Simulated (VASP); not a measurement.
Wanted: the native input for a VASP 6.6.1 run.

| Quantity | Value |
| --- | --- |
| Task | density of states |
| Functional | PBE |
| Potentials or basis | VASP PAW PBE potentials, release 64 (Al) |
| Cutoff | 520 eV |
| k mesh | 16 × 16 × 15 |
| Occupations | fermi-dirac, width 0.08 eV |
| Spin | no spin polarisation |
| Dipole correction | no |
| k mesh for the DOS | 24 × 24 × 23 |
| Occupations for the DOS | tetrahedron |
| Further INCAR settings | ALGO = Normal; EDIFF = 1e-06; NBANDS = 8 |

Al:

```
Al
1.0
     2.78068    0.00000    0.00000
    -1.39034    2.40814    0.00000
     0.00000    0.00000    2.80393
Al
1
Direct
  0.00000 0.00000 0.00000
```

One way to write it, as run:

POSCAR

```
Al
1.0
    2.7806783604      0.0000000000      0.0000000000
   -1.3903391802      2.4081380999      0.0000000000
    0.0000000000      0.0000000000      2.8039291552
Al
1
Direct
    0.0000000000      0.0000000000      0.0000000000
```

INCAR.step1

```
PREC = Accurate
ENCUT = 520
EDIFF = 1E-6
ISMEAR = -1
SIGMA = 0.08
LREAL = F
LASPH = T
NELM = 100
ALGO = Normal
ISIF = 2
LWAVE = F
LCHARG = T
GGA = PE
NBANDS = 8
```

KPOINTS.step1

```
regular mesh
0
Gamma
  16 16 15
```

INCAR.step2

```
PREC = Accurate
ENCUT = 520
EDIFF = 1E-6
ISMEAR = -5
SIGMA = 0.08
LREAL = F
LASPH = T
NELM = 100
ALGO = Normal
ISIF = 2
LWAVE = F
LCHARG = F
GGA = PE
LORBIT = 10
NBANDS = 8
NEDOS = 1001
ICHARG = 11
```

KPOINTS.step2

```
regular mesh
0
Gamma
  24 24 23
```

Potentials or basis: VASP PAW PBE potentials, release 64 (Al).

Command:

```bash
$ cat potpaw_PBE.64/Al/POTCAR > POTCAR
$ cp INCAR.step1 INCAR
$ cp KPOINTS.step1 KPOINTS
$ mpirun -np 1 vasp_std > vasp.out
$ cp INCAR.step2 INCAR
$ cp KPOINTS.step2 KPOINTS
$ mpirun -np 1 vasp_std > vasp.out
```

It gave:

* Valence electrons inside the program's atomic spheres: Al 0.78

It took 34 s on 1 thread of Intel(R) Xeon(R) 6975P-C (Granite Rapids), on a shared host, peak memory 0.22 GiB.
